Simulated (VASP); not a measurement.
## Lu: single point with PBE

Crystal: Lu.

```
Lu
1.0
    -1.95150    1.95150    1.95150
     1.95150   -1.95150    1.95150
     1.95150    1.95150   -1.95150
Lu
1
Direct
  0.00000 0.00000 0.00000
```

```json
{
 "Program": "VASP 6.6.1",
 "Task": "single point",
 "Functional": "PBE",
 "Potentials or basis": "VASP PAW PBE potentials, release 64 (Lu)",
 "Cutoff": "520 eV",
 "k mesh": "12 × 12 × 12",
 "Occupations": "fermi-dirac, width 0.136057 eV",
 "Spin": "no spin polarisation",
 "Dipole correction": "no",
 "Further INCAR settings": "ALGO = Normal; EDIFF = 1e-06; NBANDS = 18"
}
```

| Quantity | Value |
| --- | --- |
| Pressure | 0.2 GPa |

Levels at points of the mesh, in eV from the Fermi level:
| k point | band 10 | band 11 | band 12 | band 13 | band 14 | band 15 |
| --- | --- | --- | --- | --- | --- | --- |
| (0.00, 0.00, 0.00) | -5.09 | -5.09 | -5.07 | 2.12 | 2.12 | 2.12 |
| (0.50, 0.00, 0.00) | -5.09 | -5.08 | -2.50 | 0.40 | 0.44 | 4.07 |
| (0.50, 0.50, 0.50) | -5.08 | -5.08 | -1.46 | -1.46 | 5.61 | 5.61 |

It took 24 s on 1 thread of Intel(R) Xeon(R) Platinum 8488C (Sapphire Rapids), on a shared host, peak memory 0.19 GiB.

Caveat: spin-orbit coupling is left out, which moves the levels of the heavy elements.
